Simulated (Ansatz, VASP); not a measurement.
## Na4Y3N: VASP beside Ansatz

```
Na Y N
1.0
     5.43761    0.00000    0.00000
     0.00000    5.43761    0.00000
     0.00000    0.00000    5.43761
Na Y N
4 3 1
Direct
  0.50000 0.50000 0.50000
  0.00000 0.50000 0.50000
  0.50000 0.00000 0.50000
  0.50000 0.50000 0.00000
  0.50000 0.00000 0.00000
  0.00000 0.50000 0.00000
  0.00000 0.00000 0.50000
  0.00000 0.00000 0.00000
```

Alike in both runs: task relaxation of cell and atoms; functional PBE; k mesh 4 × 4 × 4; occupations gaussian, width 0.1 eV; no spin polarisation.

|  | VASP | Ansatz |
| --- | --- | --- |
| version | VASP 6.6.1 | Ansatz 0.2.0 |
| potentials or method | VASP PAW PBE potentials, release 64 (Na_pv, Y_sv, N), cutoff 600 eV | scalar-relativistic, plane waves, PAW |
| valence electrons in the cell | 66 | 74 |

```csv
,VASP,Ansatz,Ansatz less VASP
"gap on the k mesh at the Fermi level, each at its own relaxed structure (eV)",none,none,-
relaxed volume (Å³/atom),25.44,25.09,-0.352
relaxed cell length with the largest relative difference (Å),5.882,5.855,-0.0273
```

A gap of «none» marks a metal or a gap that the smearing closes. VASP's potentials hold 66 valence electrons a cell and Ansatz's 74, so a difference there can come from the potentials and not from the codes.

Noted on VASP's run: the volume moved by over 15 % at a fixed basis, so the end points are rough.
